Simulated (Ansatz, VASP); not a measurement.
# Two plane-wave programs on CoSi2

```
Co Si
1.0
     0.00000    2.57319    2.83051
     2.57319    0.00000    2.83051
     2.57319    2.57319    0.00000
Co Si
1 2
Direct
  0.00000 0.00000 0.00000
  0.25000 0.25000 0.25000
  0.75000 0.75000 0.75000
```

Alike in both runs: task single point; functional PBEsol; k mesh 18 × 18 × 18; occupations gaussian, width 0.15 eV; no spin polarisation.

|  | VASP | Ansatz |
| --- | --- | --- |
| version | VASP 6.6.1 | Ansatz 0.2.0 |
| potentials or method | VASP PAW PBE potentials, release 64 (Co, Si), cutoff 520 eV | scalar-relativistic, plane waves, PAW |
| valence electrons in the cell | 17 | 25 |

|  | VASP | Ansatz | Ansatz less VASP |
| --- | --- | --- | --- |
| gap on the k mesh at the Fermi level (eV) | none | none | - |
| pressure (GPa) | 0.6 | 0.5 | -0.06 |
| traceless stress, the component that is largest in VASP (GPa) | -5.72 | -5.72 | +0.008 |

VASP's potentials were made for PBE, not for PBEsol. A gap of «none» marks a metal or a gap that the smearing closes. VASP's potentials hold 17 valence electrons a cell and Ansatz's 25, so a difference there can come from the potentials and not from the codes.
